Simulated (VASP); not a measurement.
A run of VASP 6.6.1 is set up as follows.

File INCAR:

```
PREC     = Accurate       # precision mode
ENCUT    = 500            # plane-wave cutoff, eV
EDIFF    = 1E-6           # SCF threshold, eV
ISMEAR   = 0              # smearing method
SIGMA    = 0.1            # smearing width, eV
LREAL    = False          # projectors in reciprocal space
LASPH    = True           # aspherical terms in the spheres
NELM     = 120            # most SCF steps
ALGO     = Normal         # electronic algorithm
ISIF     = 2              # what is computed and relaxed
LWAVE    = False          # write WAVECAR
LCHARG   = True           # write CHGCAR
GGA      = CA             # functional
LELF     = True           # ELF
LVHAR    = True         
NBANDS   = 14             # bands
GGA_COMPAT= False
```

The input KPOINTS:

```
Automatic mesh
0
Gamma
  6 6 6
```

File POSCAR:

```
Bi
1.0
    0.0000000000      2.2475916991      2.2475916991
    2.2475916991      0.0000000000      2.2475916991
    2.2475916991      2.2475916991      0.0000000000
Bi
1
Direct
    0.0000000000      0.0000000000      0.0000000000
```

Potentials or basis: VASP PAW LDA potentials, release 64 (Bi_d).

The run is started by

```console
$ cat potpaw_LDA.64/Bi_d/POTCAR > POTCAR
$ mpirun -np 1 vasp_std > vasp.out
```

(1) Predict the band gap on the k mesh.

(2) Estimate the pressure.

Results:

(1) zero (an odd number of electrons rules out a gap without spin polarisation).

(2) 30.4 GPa.

Caveat: the k points lie up to 0.40 Å⁻¹ apart, too coarse for converged energies and pressures of a metal; spin-orbit coupling is left out, which moves the levels of the heavy elements.
